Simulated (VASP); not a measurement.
# C (Fmmm) in VASP: notebook

C is run at these levels: PBE+D3(BJ); tasks: single point.

All numbers are computed with VASP 6.6.1; they aren't measurements. Logs are shortened: lines on timing, memory, paths and dates and some standing lists are left out, and cuts for length are marked.

### Step 1. The cell of the first run

It takes space group Fmmm (No. 69, orthorhombic). The conventional cell has a = 2.536 Å, b = 4.195 Å, c = 6.990 Å, α = 90.00°, β = 90.00°, γ = 90.00°. Within 1.9 Å of C (site symmetry m2m) lie 3 C at 1.40 to 1.45 Å.

### Step 2. Single point, PBE+D3(BJ) (9.30 Å³/atom)

File INCAR:

```
ALGO = Normal ; EDIFF = 1E-6
ENCUT = 520 ; GGA = PE
ISIF = 2 ; ISMEAR = 0
IVDW = 12 ; LASPH = T
LCHARG = F ; LREAL = F
LWAVE = F ; NBANDS = 11
NELM = 100 ; PREC = Accurate
SIGMA = 0.03
```

File KPOINTS:

```
k-points
0
Gamma
  18 18 18
```

File POSCAR:

```
C
1.0
    0.0000000000      2.0975547276      3.4952306274
    1.2681005555      0.0000000000      3.4952306274
    1.2681005555      2.0975547276      0.0000000000
C
2
Direct
    0.1666966007      0.8333033993      0.1666966007
    0.8333033993      0.1666966007      0.8333033993
```

Potentials or basis: VASP PAW PBE potentials, release 64 (C).

The run is started by

```
cat potpaw_PBE.64/C/POTCAR > POTCAR
mpirun -np 1 vasp_std > vasp.out
```

OUTCAR:

```text
EDIFF = 1E-6
   ENCUT = 520
   GGA = PE
   ISIF = 2
   ISMEAR = 0
   IVDW = 12
   LASPH = T
   LREAL = F
   NELM = 100
   PREC = Accurate
 IVDW          = 12

 ion  position               nearest neighbor table
   1  0.167  0.833  0.167-   2 1.40   2 1.45   2 1.45
   2  0.833  0.167  0.833-   1 1.40   1 1.45   1 1.45

  LATTYP: Found a face centered orthorhombic cell.
 ALAT       =     2.5362011110
 B/A-ratio  =     1.6540917978
 C/A-ratio  =     2.7562724519

  Lattice vectors:

 A1 = (   0.0000000000,   2.0975547276,   3.4952306274)
 A2 = (   1.2681005555,   0.0000000000,   3.4952306274)
 A3 = (   1.2681005555,   2.0975547276,   0.0000000000)

Analysis of symmetry for initial positions (statically):
=====================================================================
 Subroutine PRICEL returns:
 Original cell was already a primitive cell.

 Routine SETGRP: Setting up the symmetry group for a
 face centered orthorhombic supercell.

 Subroutine GETGRP returns: Found  8 space group operations
 (whereof  8 operations were pure point group operations)
 out of a pool of  8 trial point group operations.

The static configuration has the point symmetry D_2h.

Analysis of symmetry for dynamics (positions and initial velocities):
=====================================================================
 Subroutine PRICEL returns:
 Original cell was already a primitive cell.

 Routine SETGRP: Setting up the symmetry group for a
 face centered orthorhombic supercell.

 Subroutine GETGRP returns: Found  8 space group operations
 (whereof  8 operations were pure point group operations)
 out of a pool of  8 trial point group operations.

The dynamic configuration has the point symmetry D_2h.

 Subroutine INISYM returns: Found  8 space group operations
 (whereof  8 operations are pure point group operations),
 and found     1 'primitive' translations

----------------------------------------------------------------------------------------

                                     Primitive cell

  volume of cell :      18.5940

  direct lattice vectors                    reciprocal lattice vectors
     0.000000000  2.097554728  3.495230627    -0.394290498  0.238372803  0.143052077
     1.268100556  0.000000000  3.495230627     0.394290498 -0.238372803  0.143052077
     1.268100556  2.097554728  0.000000000     0.394290498  0.238372803 -0.143052077

  length of vectors
     4.076318556  3.718160319  2.451084424     0.482442211  0.482442211  0.482442211

  position of ions in fractional coordinates (direct lattice)
     0.166696601  0.833303399  0.166696601
     0.833303399  0.166696601  0.833303399

  ion indices of the primitive-cell ions
   primitive index   ion index
                 1           1
                 2           2

----------------------------------------------------------------------------------------

 KPOINTS: k-points

Automatic generation of k-mesh.
 Grid dimensions read from file:
 generate k-points for:   18   18   18

 Generating k-lattice:

  Cartesian coordinates                     Fractional coordinates (reciprocal lattice)
    -0.021905028  0.013242934  0.007947338     0.055555556 -0.000000000 -0.000000000
     0.021905028 -0.013242934  0.007947338    -0.000000000  0.055555556  0.000000000
     0.021905028  0.013242934 -0.007947338     0.000000000  0.000000000  0.055555556

  Length of vectors
     0.026802345  0.026802345  0.026802345

  Shift w.r.t. Gamma in fractional coordinates (k-lattice)
     0.000000000  0.000000000  0.000000000

 Subroutine IBZKPT returns following result:
 ===========================================

 Found    865 irreducible k-points:

 Following reciprocal coordinates:
            Coordinates               Weight
  0.000000  0.000000  0.000000      1.000000
  0.055556 -0.000000  0.000000      8.000000
  0.111111 -0.000000  0.000000      8.000000
  0.166667 -0.000000  0.000000      8.000000
  0.222222 -0.000000  0.000000      8.000000
  0.277778  0.000000  0.000000      8.000000
[... 16 lines left out ...]
 -0.277778  0.055556  0.000000      8.000000
 -0.222222  0.055556 -0.000000      8.000000
 [... further k-points ...]
   k-points           NKPTS =    865   k-points in BZ     NKDIM =    865   number of bands    NBANDS=     11
   number of dos      NEDOS =    301   number of ions     NIONS =      2
   total plane-waves  NPLWV =  15120
   dimension x,y,z NGX =    30 NGY =   28 NGZ =   18
   dimension x,y,z NGXF=    60 NGYF=   56 NGZF=   36
   ions per type =               2
   NGX,Y,Z   is equivalent  to a cutoff of  12.24, 12.52, 12.21 a.u.
   NGXF,Y,Z  is equivalent  to a cutoff of  24.47, 25.04, 24.42 a.u.
 SYSTEM =  unknown system
   PREC   = accura    normal or accurate (medium, high low for compatibility)
   ISTART =      0    job   : 0-new  1-cont  2-samecut
   ICHARG =      2    charge: 1-file 2-atom 10-const
   ISPIN  =      1    spin polarized calculation?
   LNONCOLLINEAR =      F non collinear calculations
   LSORBIT =      F    spin-orbit coupling
   LASPH  =      T    aspherical Exc in radial PAW
   ENCUT  =  520.0 eV  38.22 Ry    6.18 a.u.   7.58  6.91  4.56*2*pi/ulx,y,z
   NELM   =    100;   NELMIN=  2; NELMDL= -5     # of ELM steps
   EDIFF  = 0.1E-05   stopping-criterion for ELM
   LREAL  =      F    real-space projection
   EDIFFG = 0.1E-04   stopping-criterion for IOM
   NSW    =      0    number of steps for IOM
   IBRION =     -1    ionic relax: 0-MD 1-quasi-New 2-CG
   NFREE  =      0    steps in history (QN), initial steepest desc. (CG)
   ISIF   =      2    stress and relaxation
   ISYM   =      2    0-nonsym 1-usesym 2-fastsym
   POTIM  = 0.5000    time-step for ionic-motion
   TEBEG  =    0.0;   TEEND  =   0.0 temperature during run
   PSTRESS=    0.0 pullay stress
   NELECT =       8.0000    total number of electrons
   NUPDOWN=      -1.0000    fix difference up-down
   EMIN   =  10.00;   EMAX   =-10.00  energy-range for DOS
   EFERMI =   0.00;   METHOD = LEGACY
   ISMEAR =     0;   SIGMA  =   0.03  broadening in eV -4-tet -1-fermi 0-gaus
   EFERMI_NEDOS =   21; number of points for ismear=-14 and -15
   IALGO  =     38    algorithm
   IMIX   =      4    mixing-type and parameters
     AMIX     =   0.40;   BMIX     =  1.00
     AMIX_MAG =   1.60;   BMIX_MAG =  1.00
  volume/ion in A,a.u.               =       9.30        62.74
  Fermi-wavevector in a.u.,A,eV,Ry     =   1.235892  2.335497 20.781937  1.527429
  Thomas-Fermi vector in A             =   2.370523
   LORBIT       =      0    0 simple, 1 ext, 2 COOP (PROOUT), +10 PAW based schemes
   GGA     = PE    functional components
   LHFCALC =     F    Hartree Fock is set to
   AEXX    =    0.0000 exact exchange contribution
   IVDW    =    12    specifies the selected vdW correction
   LEPSILON=     F    determine dielectric tensor
   LRPA    =     F    only Hartree local field effects (RPA)
 non-spin polarized calculation
 Gauss-broadening in eV      SIGMA  =   0.03
  energy-cutoff  :      520.00
  volume of cell :       18.59
 maximum number of plane-waves:       515
   NGX = 15   NGY = 13   NGZ =  9

 number of electron       8.0000001 magnetization

 Free energy of the ion-electron system (eV)
  ---------------------------------------------------
  ext. energy  EPLUGINS =         0.00000000
  ---------------------------------------------------
  free energy    TOTEN  =       -18.37950068 eV

  energy without entropy =      -18.37947809  energy(sigma->0) =      -18.37948939

 E-fermi :   4.1159     XC(G=0): -10.0081

 val. band max:        4.1013297844   @ k =  -0.1111   0.2222   0.3333
 cond. band min:       4.1351841906   @ k =  -0.0556   0.2778   0.3333
 fundamental gap:      0.0338544062
 Fermi energy:         4.1158721815

 k-point     1 :       0.0000    0.0000    0.0000
  band No.  band energies     occupation
      1     -15.2586      2.00000
      2      -2.4180      2.00000
      3       1.1608      2.00000
      4       1.2756      2.00000
      5       8.2724      0.00000
      6      12.0094      0.00000
      7      12.7445      0.00000
      8      15.3971      0.00000
      9      16.7355      0.00000
     10      26.7418      0.00000
     11      28.2450      0.00000

 k-point     2 :       0.0556   -0.0000    0.0000
  band No.  band energies     occupation
      1     -15.1859      2.00000
      2      -2.3517      2.00000
      3       0.8757      2.00000
      4       1.1112      2.00000
      5       8.3916      0.00000
      6      12.1662      0.00000
      7      12.9946      0.00000
      8      15.1325      0.00000
      9      16.8330      0.00000
     10      26.9602      0.00000
     11      27.7656      0.00000

 k-point     3 :       0.1111   -0.0000    0.0000
  band No.  band energies     occupation
      1     -14.9683      2.00000
      2      -2.1529      2.00000
      3       0.0408      2.00000
      4       0.7308      2.00000
      5       8.7486      0.00000
      6      12.4675      0.00000
      7      13.7367      0.00000
      8      14.3820      0.00000
      9      17.1854      0.00000
     10      26.4240      0.00000
     11      27.5934      0.00000

 k-point     4 :       0.1667   -0.0000    0.0000
  band No.  band energies     occupation
      1     -14.6072      2.00000
      2      -1.8212      2.00000
      3      -1.1499      2.00000
      4       0.2232      2.00000
      5       9.3379      0.00000
      6      12.6501      0.00000
      7      13.2506      0.00000
      8      14.9062      0.00000
      9      17.8815      0.00000
     10      24.9020      0.00000
     11      28.4189      0.00000

 k-point     5 :       0.2222   -0.0000    0.0000
  band No.  band energies     occupation
      1     -14.1054      2.00000
      2      -2.5272      2.00000
      3      -1.3577      2.00000
      4      -0.3206      2.00000
      5      10.1363      0.00000
      6      11.8859      0.00000
      7      12.6489      0.00000
      8      16.3600      0.00000
      9      18.8839      0.00000
     10      23.5271      0.00000
     11      28.3968      0.00000
[... 211 lines left out ...]
 k-point    21 :      -0.3889    0.0556   -0.0000
  band No.  band energies     occupation
      1     -10.8844      2.00000
      2      -8.0629      2.00000
      3      -1.7867      2.00000
      4       1.5144      2.00000
      5       6.2926      0.00000
      6      12.0562      0.00000
      7      14.7280      0.00000
      8      18.7493      0.00000
      9      22.3157      0.00000
     10      23.3092      0.00000
     11      26.1459      0.00000

 k-point    22 :      -0.3333    0.0556   -0.0000
  band No.  band energies     occupation
      1     -11.8400      2.00000
      2      -6.7984      2.00000
      3      -1.5864      2.00000
      4       0.8763      2.00000
      5       7.3577      0.00000
      6      12.1226      0.00000
      7      13.3023      0.00000
      8      19.7486      0.00000
      9      21.2878      0.00000
     10      22.6874      0.00000
     11      26.3932      0.00000

 k-point    23 :      -0.2778    0.0556    0.0000
  band No.  band energies     occupation
      1     -12.7225      2.00000
      2      -5.4106      2.00000
      3      -1.2623      2.00000
      4       0.1264      2.00000
      5       8.7533      0.00000
      6      11.7906      0.00000
      7      12.4561      0.00000
      8      19.5222      0.00000
      9      20.8501      0.00000
     10      21.7806      0.00000
     11      26.9135      0.00000

 k-point    24 :      -0.2222    0.0556   -0.0000
  band No.  band energies     occupation
      1     -13.4878      2.00000
      2      -3.9671      2.00000
      3      -0.8315      2.00000
      4      -0.5849      2.00000
      5      10.2402      0.00000
      6      10.7707      0.00000
      7      12.5350      0.00000
      8      17.9706      0.00000
      9      20.1044      0.00000
     10      22.2488      0.00000
     11      27.6053      0.00000

 [... further k-points ...]

------------------------ aborting loop because EDIFF is reached ----------------------------------------

 Edisp (eV)   -0.29645

 E8    (eV) :    -0.0836

  FORCE on cell =-STRESS in cart. coord.  units (eV):
  Direction    XX          YY          ZZ          XY          YZ          ZX
  --------------------------------------------------------------------------------------
  -------------------------------------------------------------------------------------
  Total      -2.85697     1.66392    -0.09908     0.00000     0.00000     0.00000
  in kB    -246.17482   143.37396    -8.53742     0.00000     0.00000     0.00000
  external pressure =      -37.11 kB  Pullay stress =        0.00 kB

 VOLUME and BASIS-vectors are now :
 -----------------------------------------------------------------------------
  energy-cutoff  :      520.00
  volume of cell :       18.59
      direct lattice vectors                 reciprocal lattice vectors
     0.000000000  2.097554728  3.495230627    -0.394290498  0.238372803  0.143052077
     1.268100556  0.000000000  3.495230627     0.394290498 -0.238372803  0.143052077
     1.268100556  2.097554728  0.000000000     0.394290498  0.238372803 -0.143052077

 POSITION                                       TOTAL-FORCE (eV/Angst)
 -----------------------------------------------------------------------------------
      1.26810      0.69931      3.49523         0.000000      0.508638      0.000000
      1.26810      3.49580      3.49523         0.000000     -0.508638      0.000000
 -----------------------------------------------------------------------------------
    total drift:                                0.000000      0.000000     -0.000000

  FREE ENERGIE OF THE ION-ELECTRON SYSTEM (eV)
  ---------------------------------------------------
  free  energy   TOTEN  =       -18.6759550337 eV

  energy  without entropy=      -18.6759324420  energy(sigma->0) =      -18.67594374
```

It took 4.5 min on 1 thread of Intel Xeon 8259CL, shared host; peak memory 0.27 GiB.

Results:

| Quantity | Value |
| --- | --- |
| Free energy | -18.6760 eV |
| Pressure | -3.7 GPa |
| Largest force | 0.509 eV/Å |
| Dispersion energy per atom | -0.148 eV |

Forces in eV/Å, atoms in the order of the input:
```
C    0.000  0.509  0.000
C    0.000 -0.509  0.000
```

Caveat: the cell stands under tension.

### Step 3. Single point, PBE+D3(BJ) (9.30 Å³/atom)

File INCAR:

```
SYSTEM = C
ALGO = Normal ; EDIFF = 1E-6
ENCUT = 520 ; GGA = PE
ISIF = 2 ; ISMEAR = 0
IVDW = 12 ; LASPH = .True.
LCHARG = .False. ; LREAL = .False.
LWAVE = .False. ; NBANDS = 11
NELM = 60 ; PREC = Accurate
SIGMA = 0.03
```

File KPOINTS:

```
k-points
0
Gamma
  18 18 18
  0 0 0
```

File POSCAR:

```
C
1.0
    0.0000000000      1.9741036185      3.6028610686
    1.3071498306      0.0000000000      3.6028610686
    1.3071498306      1.9741036185      0.0000000000
C
2
Direct
    0.1666966007      0.8333033993      0.1666966007
    0.8333033993      0.1666966007      0.8333033993
```

Potentials or basis: VASP PAW PBE potentials, release 64 (C).

The run is started by

```
cat potpaw_PBE.64/C/POTCAR > POTCAR
mpirun -np 1 vasp_std > vasp.out
```

It took 3.7 min on 1 thread of Intel Xeon 8259CL, shared host; peak memory 0.27 GiB.

It converged, with:

- Free energy: -18.2195 eV
- Pressure: 13.8 GPa
- Largest force: 2.596 eV/Å
- Dispersion energy per atom: -0.140 eV

Forces on the atoms (eV/Å):
```
C    0.000  2.596  0.000
C    0.000 -2.596  0.000
```

Stress tensor (GPa, compression positive):
```
-40.87   0.00   0.00
  0.00  83.86   0.00
  0.00   0.00  -1.52
```

Caveat: the cell stands under pressure; forces of over 1 eV/Å act on the atoms, so gaps and moduli don't describe the material at rest.
